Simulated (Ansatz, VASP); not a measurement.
One calculation of NaF, two programs

```
CELL_PARAMETERS angstrom
0.00000 2.39300 2.32330
2.39300 0.00000 2.32330
2.39300 2.39300 0.00000
ATOMIC_POSITIONS crystal
Na 0.00000 0.00000 0.00000
F 0.50000 0.50000 0.50000
```

Change from the starting cell: strain +0.030 along x and y, +0.000 along z, atoms carried along.

Alike in both runs: task single point; functional r2SCAN; k mesh 8 × 8 × 8; occupations gaussian, width 0.05 eV; no spin polarisation.

```csv
,VASP,Ansatz
version,VASP 6.6.1,Ansatz 0.2.0
potentials or method,"VASP PAW PBE potentials, release 64 (Na_pv, F), cutoff 520 eV","scalar-relativistic, plane waves, PAW"
valence electrons in the cell,14,16
```

Ansatz gave:

- gap on the k mesh at the Fermi level (eV): 6.77
- least direct gap on the mesh (eV): 6.77
- pressure (GPa): -4.0
- traceless stress, the component that is largest in VASP (GPa): 1.17

Question: Which values does VASP return?

Answer: gap on the k mesh at the Fermi level (eV): 6.80; least direct gap on the mesh (eV): 6.80; pressure (GPa): -4.6; traceless stress, the component that is largest in VASP (GPa): 1.28.

VASP's potentials were made for PBE, not for r2SCAN. VASP's potentials hold 14 valence electrons a cell and Ansatz's 16, so a difference there can come from the potentials and not from the codes.
